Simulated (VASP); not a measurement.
Pt: single point with PBEsol

The system is Pt.

```xyz
1
Lattice="0.0000 1.9593 1.9593 1.9593 0.0000 1.9593 1.9593 1.9593 0.0000" Properties=species:S:1:pos:R:3 pbc="T T T"
Pt    0.0000    0.0000    0.0000
```

| Property | Result |
| --- | --- |
| Program | VASP 6.6.1 |
| Task | single point |
| Functional | PBEsol |
| Potentials or basis | VASP PAW PBE potentials, release 64 (Pt) |
| Cutoff | 500 eV |
| k mesh | 12 × 12 × 12 |
| Occupations | gaussian, width 0.1 eV |
| Spin | no spin polarisation |

```json
{"Pressure": "-0.3 GPa", "Band gap on the k mesh": "zero (bands 5 and 6 overlap by 2.24 eV)"}
```

Levels at points of the mesh, in eV from the Fermi level:
```tsv
k point	band 3	band 4	band 5	band 6	band 7	band 8
(0.00, 0.00, 0.00)	-3.84	-3.84	-1.65	-1.65	14.59	19.56
(0.50, 0.00, 0.00)	-3.90	-0.58	0.03	0.03	5.80	14.14
(0.50, 0.50, 0.00)	0.01	0.48	0.48	1.68	8.84	11.32
```

It took 8.3 s on 1 thread of Intel(R) Xeon(R) Platinum 8559C (Emerald Rapids) (shared host), peak memory 0.13 GiB.

Caveat: the PAW data sets were made with another functional, which shifts forces and pressure a little; spin-orbit coupling is left out, which moves the levels of the heavy elements.
